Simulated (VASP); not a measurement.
Fe: single point with PBE

Crystal: Fe.

```
Fe
1.0
     0.00000    1.82778    1.82778
     1.82778    0.00000    1.82778
     1.82778    1.82778    0.00000
Fe
1
Direct
  0.00000 0.00000 0.00000
```

This isn't the form of Fe at room conditions, which is bcc.

```
Program                : VASP 6.6.1
Task                   : single point
Functional             : PBE
Potentials or basis    : VASP PAW PBE potentials, release 64 (Fe)
Cutoff                 : 520 eV
k mesh                 : 17 × 17 × 17
Occupations            : fermi-dirac, width 0.03 eV
Spin                   : collinear spin, ferromagnetic start
Starting moments       : [3.0] μB
Dipole correction      : no
Further INCAR settings : ALGO = Normal; EDIFF = 1e-06; NBANDS = 14
```

| Item | Value |
| --- | --- |
| Pressure | -2.1 GPa |
| Net moment | 2.62 μB per cell |
| Site moments | Fe +2.62 μB |
| Valence electrons inside the program's atomic spheres | Fe 7.13 |

Levels at points of the mesh, in eV from the Fermi level:
Spin up:
```csv
k point,band 1,band 2,band 3,band 4,band 5,band 6,band 7,band 8,band 9,band 10
"(0.00, 0.00, 0.00)",-8.31,-2.46,-2.46,-2.46,-1.51,-1.51,21.63,25.55,25.55,25.55
```
Spin down:
```
           k point  band 1  band 2  band 3  band 4  band 5  band 6  band 7
(0.00, 0.00, 0.00)   -8.07   -0.06   -0.06   -0.06    1.51    1.51   21.24
```

Wall time 26 s on 1 thread of Intel(R) Xeon(R) 6975P-C (Granite Rapids) (shared host), peak memory 0.16 GiB.
